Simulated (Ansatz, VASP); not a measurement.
**Two plane-wave programs on Mg4O**

```
CELL_PARAMETERS angstrom
3.14661 0.00000 0.00000
0.00000 5.03889 0.00000
0.00000 0.00000 20.58461
ATOMIC_POSITIONS crystal
Mg 0.00000 0.75000 0.19432
Mg 0.50000 0.25000 0.23845
Mg 0.50000 0.75000 0.33061
Mg 0.00000 0.25000 0.36846
O 0.12500 0.37500 0.49623
```

Alike in both runs: task single point; functional LDA; k mesh 8 × 5 × 1; occupations gaussian, width 0.1 eV; no spin polarisation.

```csv
,VASP,Ansatz
version,VASP 6.6.1,Ansatz 0.2.0
potentials or method,"VASP PAW LDA potentials, release 64 (Mg, O), cutoff 520 eV","scalar-relativistic, plane waves, PAW"
valence electrons in the cell,14,46
```

Ansatz gave:

| Quantity | Value |
| --- | --- |
| gap on the k mesh at the Fermi level (eV) | none |
| rms of the force components (eV/Å) | 0.773 |

Problem. Which values does VASP return?

Solution. gap on the k mesh at the Fermi level (eV): none; rms of the force components (eV/Å): 0.775.

LDA's correlation is that of Perdew and Zunger in VASP and of Perdew and Wang (1992) in Ansatz. Atom by atom the forces differ by 0.008 eV/Å (rms over components). A gap of «none» marks a metal or a gap that the smearing closes. VASP's potentials hold 14 valence electrons a cell and Ansatz's 46, so a difference there can come from the potentials and not from the codes.
